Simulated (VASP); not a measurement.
# Ge (Fddd) in VASP: single point with PBE

Aim: the single point of Ge with PBE.

All numbers are computed with VASP 6.6.1; they aren't measurements. Logs are shortened: lines on timing, memory, paths and dates and some standing lists are left out, and cuts for length are marked.

## 1. The cell of the first run

It takes space group Fddd (No. 70, orthorhombic). Conventional cell: a = 5.587 Å, b = 5.658 Å, c = 5.728 Å, α = 90.00°, β = 90.00°, γ = 90.00°. Ge (site symmetry 222) has 4 Ge at 2.45 Å within 3.2 Å.

## 2. Single point, PBE (strain +0.0125 x Voigt [1, -1, 0, 0, 0, 0])

The input, INCAR:

```
SYSTEM = Ge
PREC = Accurate
ENCUT = 520
EDIFF = 1E-7
ISMEAR = 0
SIGMA = 0.15
LREAL = .False.
LASPH = .True.
NELM = 80
ALGO = Normal
ISIF = 2
LWAVE = .False.
LCHARG = .False.
GGA = PE
NBANDS = 21
```

The input, KPOINTS:

```
regular mesh
0
Gamma
  14 14 14
  0 0 0
```

The input, POSCAR:

```
Ge
1.0
    0.0000000000      2.7934103750      2.8287700000
    2.8641296250      0.0000000000      2.8287700000
    2.8641296250      2.7934103750      0.0000000000
Ge
2
Direct
    0.5000000000      0.5000000000      0.5000000000
    0.7500000000      0.7500000000      0.7500000000
```

Potentials or basis: VASP PAW PBE potentials, release 64 (Ge_d).

On the command line:

```
cat potpaw_PBE.64/Ge_d/POTCAR > POTCAR
mpirun -np 1 vasp_std > vasp.out
```

OUTCAR:

```text
SYSTEM = Ge
   PREC = Accurate
   ENCUT = 520
   EDIFF = 1E-7
   ISMEAR = 0
   LREAL = .False.
   LASPH = .True.
   NELM = 80
   ISIF = 2
   GGA = PE

 ion  position               nearest neighbor table
   1  0.500  0.500  0.500-   2 2.45   2 2.45   2 2.45   2 2.45
   2  0.750  0.750  0.750-   1 2.45   1 2.45   1 2.45   1 2.45

  LATTYP: Found a face centered orthorhombic cell.
 ALAT       =     5.5868207500
 B/A-ratio  =     1.0126582278
 C/A-ratio  =     1.0253164557

  Lattice vectors:

 A1 = (  -2.8641296250,   0.0000000000,  -2.8287700000)
 A2 = (  -2.8641296250,   2.7934103750,   0.0000000000)
 A3 = (   0.0000000000,   2.7934103750,  -2.8287700000)

Analysis of symmetry for initial positions (statically):
=====================================================================
 Subroutine PRICEL returns:
 Original cell was already a primitive cell.

 Routine SETGRP: Setting up the symmetry group for a
 face centered orthorhombic supercell.

 Subroutine GETGRP returns: Found  8 space group operations
 (whereof  4 operations were pure point group operations)
 out of a pool of  8 trial point group operations.

The static configuration has the point symmetry D_2 .
 The point group associated with its full space group is D_2h.

Analysis of symmetry for dynamics (positions and initial velocities):
=====================================================================
 Subroutine PRICEL returns:
 Original cell was already a primitive cell.

 Routine SETGRP: Setting up the symmetry group for a
 face centered orthorhombic supercell.

 Subroutine GETGRP returns: Found  8 space group operations
 (whereof  4 operations were pure point group operations)
 out of a pool of  8 trial point group operations.

The dynamic configuration has the point symmetry D_2 .
 The point group associated with its full space group is D_2h.

 Subroutine INISYM returns: Found  8 space group operations
 (whereof  4 operations are pure point group operations),
 and found     1 'primitive' translations

----------------------------------------------------------------------------------------

                                     Primitive cell

  volume of cell :      45.2642

  direct lattice vectors                    reciprocal lattice vectors
     0.000000000  2.793410375  2.828770000    -0.174573104  0.178992677  0.176755268
     2.864129625  0.000000000  2.828770000     0.174573104 -0.178992677  0.176755268
     2.864129625  2.793410375  0.000000000     0.174573104  0.178992677 -0.176755268

  length of vectors
     3.975560493  4.025565578  4.000797425     0.306196950  0.306196950  0.306196950

  position of ions in fractional coordinates (direct lattice)
     0.500000000  0.500000000  0.500000000
     0.750000000  0.750000000  0.750000000

  ion indices of the primitive-cell ions
   primitive index   ion index
                 1           1
                 2           2

----------------------------------------------------------------------------------------

 KPOINTS: regular mesh

Automatic generation of k-mesh.
 Grid dimensions read from file:
 generate k-points for:   14   14   14

 Generating k-lattice:

  Cartesian coordinates                     Fractional coordinates (reciprocal lattice)
    -0.012469507  0.012785191  0.012625376     0.071428571  0.000000000  0.000000000
     0.012469507 -0.012785191  0.012625376     0.000000000  0.071428571 -0.000000000
     0.012469507  0.012785191 -0.012625376     0.000000000 -0.000000000  0.071428571

  Length of vectors
     0.021871211  0.021871211  0.021871211

  Shift w.r.t. Gamma in fractional coordinates (k-lattice)
     0.000000000  0.000000000  0.000000000

 Subroutine IBZKPT returns following result:
 ===========================================

 Found    428 irreducible k-points:

 Following reciprocal coordinates:
            Coordinates               Weight
  0.000000  0.000000  0.000000      1.000000
  0.071429  0.000000  0.000000      8.000000
  0.142857  0.000000  0.000000      8.000000
  0.214286 -0.000000  0.000000      8.000000
  0.285714  0.000000  0.000000      8.000000
  0.357143  0.000000  0.000000      8.000000
[... 16 lines left out ...]
  0.214286  0.142857 -0.000000      8.000000
  0.285714  0.142857  0.000000      8.000000
 [... further k-points ...]
   k-points           NKPTS =    428   k-points in BZ     NKDIM =    428   number of bands    NBANDS=     21
   number of dos      NEDOS =    301   number of ions     NIONS =      2
   total plane-waves  NPLWV =  27000
   dimension x,y,z NGX =    30 NGY =   30 NGZ =   30
   dimension x,y,z NGXF=    60 NGYF=   60 NGZF=   60
   ions per type =               2
   NGX,Y,Z   is equivalent  to a cutoff of  12.55, 12.39, 12.47 a.u.
   NGXF,Y,Z  is equivalent  to a cutoff of  25.09, 24.78, 24.93 a.u.
 SYSTEM =  Ge
   PREC   = accura    normal or accurate (medium, high low for compatibility)
   ISTART =      0    job   : 0-new  1-cont  2-samecut
   ICHARG =      2    charge: 1-file 2-atom 10-const
   ISPIN  =      1    spin polarized calculation?
   LNONCOLLINEAR =      F non collinear calculations
   LSORBIT =      F    spin-orbit coupling
   LASPH  =      T    aspherical Exc in radial PAW
   ENCUT  =  520.0 eV  38.22 Ry    6.18 a.u.   7.39  7.48  7.44*2*pi/ulx,y,z
   NELM   =     80;   NELMIN=  2; NELMDL= -5     # of ELM steps
   EDIFF  = 0.1E-06   stopping-criterion for ELM
   LREAL  =      F    real-space projection
   EDIFFG = 0.1E-05   stopping-criterion for IOM
   NSW    =      0    number of steps for IOM
   IBRION =     -1    ionic relax: 0-MD 1-quasi-New 2-CG
   NFREE  =      0    steps in history (QN), initial steepest desc. (CG)
   ISIF   =      2    stress and relaxation
   ISYM   =      2    0-nonsym 1-usesym 2-fastsym
   POTIM  = 0.5000    time-step for ionic-motion
   TEBEG  =    0.0;   TEEND  =   0.0 temperature during run
   PSTRESS=    0.0 pullay stress
   NELECT =      28.0000    total number of electrons
   NUPDOWN=      -1.0000    fix difference up-down
   EMIN   =  10.00;   EMAX   =-10.00  energy-range for DOS
   EFERMI =   0.00;   METHOD = LEGACY
   ISMEAR =     0;   SIGMA  =   0.15  broadening in eV -4-tet -1-fermi 0-gaus
   EFERMI_NEDOS =   21; number of points for ismear=-14 and -15
   IALGO  =     38    algorithm
   IMIX   =      4    mixing-type and parameters
     AMIX     =   0.40;   BMIX     =  1.00
     AMIX_MAG =   1.60;   BMIX_MAG =  1.00
  volume/ion in A,a.u.               =      22.63       152.73
  Fermi-wavevector in a.u.,A,eV,Ry     =   1.394898  2.635975 26.473411  1.945741
  Thomas-Fermi vector in A             =   2.518402
   LORBIT       =      0    0 simple, 1 ext, 2 COOP (PROOUT), +10 PAW based schemes
   GGA     = PE    functional components
   LHFCALC =     F    Hartree Fock is set to
   AEXX    =    0.0000 exact exchange contribution
   IVDW    =     0    specifies the selected vdW correction
   LEPSILON=     F    determine dielectric tensor
   LRPA    =     F    only Hartree local field effects (RPA)
 non-spin polarized calculation
 Gauss-broadening in eV      SIGMA  =   0.15
  energy-cutoff  :      520.00
  volume of cell :       45.26
 maximum number of plane-waves:      1244
 NGX is ok and might be reduce to    30
   NGX = 15   NGY = 15   NGZ = 15

 number of electron      28.0000025 magnetization

 Free energy of the ion-electron system (eV)
  ---------------------------------------------------
  ext. energy  EPLUGINS =         0.00000000
  ---------------------------------------------------
  free energy    TOTEN  =        -9.00639388 eV

  energy without entropy =       -9.00592199  energy(sigma->0) =       -9.00615794

 E-fermi :   5.0725     XC(G=0):  -9.9272

 val. band max:        5.0275386393   @ k =   0.0000   0.0000   0.0000
 cond. band min:       5.0906745676   @ k =   0.0000   0.0000   0.0000
 fundamental gap:      0.0631359283
 Fermi energy:         5.0724889864

 k-point     1 :       0.0000    0.0000    0.0000
  band No.  band energies     occupation
      1     -19.8238      2.00000
      2     -19.8207      2.00000
      3     -19.8178      2.00000
      4     -19.7855      2.00000
      5     -19.7836      2.00000
      6     -19.5794      2.00000
[... 13 lines left out ...]
     20      14.2559      0.00000
     21      14.6878      0.00000

 k-point     2 :       0.0714    0.0000    0.0000
  band No.  band energies     occupation
      1     -19.8261      2.00000
      2     -19.8229      2.00000
      3     -19.8190      2.00000
      4     -19.7808      2.00000
      5     -19.7793      2.00000
      6     -19.5826      2.00000
[... 13 lines left out ...]
     20      13.8244      0.00000
     21      14.1852      0.00000

 k-point     3 :       0.1429    0.0000    0.0000
  band No.  band energies     occupation
      1     -19.8323      2.00000
      2     -19.8288      2.00000
      3     -19.8175      2.00000
      4     -19.7711      2.00000
      5     -19.7700      2.00000
      6     -19.5899      2.00000
[... 13 lines left out ...]
     20      13.3244      0.00000
     21      13.5974      0.00000

 k-point     4 :       0.2143   -0.0000    0.0000
  band No.  band energies     occupation
      1     -19.8386      2.00000
      2     -19.8344      2.00000
      3     -19.8142      2.00000
      4     -19.7607      2.00000
      5     -19.7600      2.00000
      6     -19.5980      2.00000
[... 13 lines left out ...]
     20      13.2084      0.00000
     21      13.3680      0.00000

 k-point     5 :       0.2857    0.0000    0.0000
  band No.  band energies     occupation
      1     -19.8432      2.00000
      2     -19.8385      2.00000
      3     -19.8104      2.00000
      4     -19.7522      2.00000
      5     -19.7518      2.00000
      6     -19.6045      2.00000
[... 13 lines left out ...]
     20      13.5193      0.00000
     21      13.5674      0.00000
[... 382 lines left out ...]
     20      13.2211      0.00000
     21      13.9405      0.00000

 k-point    22 :       0.1429    0.1429    0.0000
  band No.  band energies     occupation
      1     -19.8309      2.00000
      2     -19.8291      2.00000
      3     -19.8252      2.00000
      4     -19.7730      2.00000
      5     -19.7550      2.00000
      6     -19.6156      2.00000
[... 13 lines left out ...]
     20      12.9565      0.00000
     21      14.7870      0.00000

 k-point    23 :       0.2143    0.1429   -0.0000
  band No.  band energies     occupation
      1     -19.8382      2.00000
      2     -19.8316      2.00000
      3     -19.8230      2.00000
      4     -19.7654      2.00000
      5     -19.7430      2.00000
      6     -19.6287      2.00000
[... 13 lines left out ...]
     20      13.7251      0.00000
     21      14.7173      0.00000

 k-point    24 :       0.2857    0.1429    0.0000
  band No.  band energies     occupation
      1     -19.8463      2.00000
      2     -19.8365      2.00000
      3     -19.8152      2.00000
      4     -19.7561      2.00000
      5     -19.7324      2.00000
      6     -19.6386      2.00000
[... 13 lines left out ...]
     20      14.3100      0.00000
     21      14.8040      0.00000

 [... further k-points ...]

------------------------ aborting loop because EDIFF is reached ----------------------------------------

  FORCE on cell =-STRESS in cart. coord.  units (eV):
  Direction    XX          YY          ZZ          XY          YZ          ZX
  --------------------------------------------------------------------------------------
  -------------------------------------------------------------------------------------
  Total        0.7688784      1.2660955      1.0321106      0.0000000      0.0000000      0.0000000
  in kB       27.2153060     44.8148562     36.5327017      0.0000000      0.0000000      0.0000000
  external PRESSURE =      36.1876213 kB  Pullay stress =       0.0000000 kB

 VOLUME and BASIS-vectors are now :
 -----------------------------------------------------------------------------
  energy-cutoff  :      520.00
  volume of cell :       45.26
      direct lattice vectors                 reciprocal lattice vectors
     0.000000000  2.793410375  2.828770000    -0.174573104  0.178992677  0.176755268
     2.864129625  0.000000000  2.828770000     0.174573104 -0.178992677  0.176755268
     2.864129625  2.793410375  0.000000000     0.174573104  0.178992677 -0.176755268

 POSITION                                       TOTAL-FORCE (eV/Angst)
 -----------------------------------------------------------------------------------
      2.86413      2.79341      2.82877        -0.000000     -0.000000     -0.000000
      4.29619      4.19012      4.24315         0.000000      0.000000      0.000000
 -----------------------------------------------------------------------------------
    total drift:                                0.000000     -0.000000      0.000000

  FREE ENERGIE OF THE ION-ELECTRON SYSTEM (eV)
  ---------------------------------------------------
  free  energy   TOTEN  =        -9.0063938781 eV

  energy  without entropy=       -9.0059219944  energy(sigma->0) =       -9.00615794
```

Run time: 5.1 min. Hardware: 1 thread of Oxide Virtual Turin-like, shared host; peak memory 0.38 GiB.

Results:

```
Free energy            : -9.0064 eV
Pressure               : 3.6 GPa
Band gap on the k mesh : 0.06 eV, direct
```

Caveat: the cell differs from its parent crystal (strain +0.0125 x Voigt [1, -1, 0, 0, 0, 0]). A k mesh can miss the band edges.
